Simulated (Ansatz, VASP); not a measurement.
**One calculation of Ga, two programs**

The input INCAR:

```
PREC = Accurate ; ENCUT = 520
EDIFF = 1E-6 ; ISMEAR = -1
SIGMA = 0.08 ; LREAL = F
LASPH = T ; NELM = 60
ALGO = Normal ; ISIF = 2
LWAVE = F ; LCHARG = F
NBANDS = 20
```

KPOINTS

```
Automatic mesh
0
Gamma
  12 12 10
```

POSCAR

```
Ga
1.0
    1.4210000000     -3.9837000000      0.0000000000
    1.4210000000      3.9837000000      0.0000000000
    0.0000000000      0.0000000000      3.1700000000
Ga
2
Direct
    0.8670000000      0.1330000000      0.2500000000
    0.1330000000      0.8670000000      0.7500000000
```

Input for Ansatz:

```yaml
crystal:
  lattice:
    - [1.421, -3.9837, 0.0]
    - [1.421, 3.9837, 0.0]
    - [0.0, 0.0, 3.17]
  atoms:
    - { symbol: Ga, position: [0.867, 0.133, 0.25] }
    - { symbol: Ga, position: [0.133, 0.867, 0.75] }
kpoints:
  mp_grid: { grid: [12, 12, 10] }
  band_path:
    path:
      - [0.0, 0.0, 0.0]
      - [-0.5, 0.5, 0.0]
      - [-0.2818093587, 0.7181906413, 0.0]
      - [0.2818093587, 0.2818093587, 0.0]
      - [0.0, 0.0, 0.0]
      - [0.0, 0.0, 0.5]
      - [0.2818093587, 0.2818093587, 0.5]
      - [-0.2818093587, 0.7181906413, 0.5]
      - [-0.5, 0.5, 0.5]
    npoints: 5
scf:
  occupations: { method: fermi_dirac, width: 0.08 }
hamiltonian:
  xc: lda
  pseudopotentials: { kind: all_electron, lapw: { basis_error: 0.001 } }
output:
  forces: true
  stress: true
  eigenvalues: true
```

Change from the starting cell: equal xx and yy strain of -2 %.

Alike in both runs: task single point; functional LDA; k mesh 12 × 12 × 10; occupations fermi-dirac, width 0.08 eV; no spin polarisation.

```csv
,VASP,Ansatz
version,VASP 6.6.1,Ansatz 0.2.0
potentials or method,"VASP PAW LDA potentials, release 64 (Ga_d), cutoff 520 eV","all-electron LAPW, scalar-relativistic"
```

Ansatz gave:

| Property | Result |
| --- | --- |
| pressure (GPa) | -1.9 |
| traceless stress, the component that is largest in VASP (GPa) | -2.21 |
| rms of the force components (eV/Å) | 0.112 |

Q: What did VASP give for the same quantities?

A: Pressure (GPa): -1.9; traceless stress, the component that is largest in VASP (GPa): -2.22; rms of the force components (eV/Å): 0.114.

LDA's correlation is that of Perdew and Zunger in VASP and of Perdew and Wang (1992) in Ansatz. Atom by atom the forces differ by 0.002 eV/Å (rms over components). Ansatz ran all-electron here, and VASP with PAW potentials.
